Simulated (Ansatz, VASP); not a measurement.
## One calculation of P, two programs

```
CELL_PARAMETERS angstrom
3.28373 0.00000 0.00000
0.00000 34.85703 0.00000
0.00000 0.00000 4.74789
ATOMIC_POSITIONS crystal
P 0.00000 0.97026 0.59215
P 0.00000 0.02974 0.40785
P 0.50000 0.02974 0.09215
P 0.50000 0.97026 0.90785
```

Change from the starting cell: strain +0.000 along x and y, +0.025 along z, atoms carried along.

Alike in both runs: task single point; functional PBEsol; k mesh 8 × 1 × 6; occupations gaussian, width 0.05 eV; no spin polarisation.

|  | VASP | Ansatz |
| --- | --- | --- |
| version | VASP 6.6.1 | Ansatz 0.2.0 |
| potentials or method | VASP PAW PBE potentials, release 64 (P), cutoff 520 eV | scalar-relativistic, plane waves, PAW |
| valence electrons in the cell | 20 | 20 |

|  | VASP | Ansatz | Ansatz less VASP |
| --- | --- | --- | --- |
| gap on the k mesh at the Fermi level (eV) | 1.04 | 1.03 | -0.017 |
| least direct gap on the mesh (eV) | 1.04 | 1.03 | -0.017 |
| rms of the force components (eV/Å) | 0.069 | 0.061 | -0.0073 |

VASP's potentials were made for PBE, not for PBEsol. Atom by atom the forces differ by 0.011 eV/Å (rms over components).
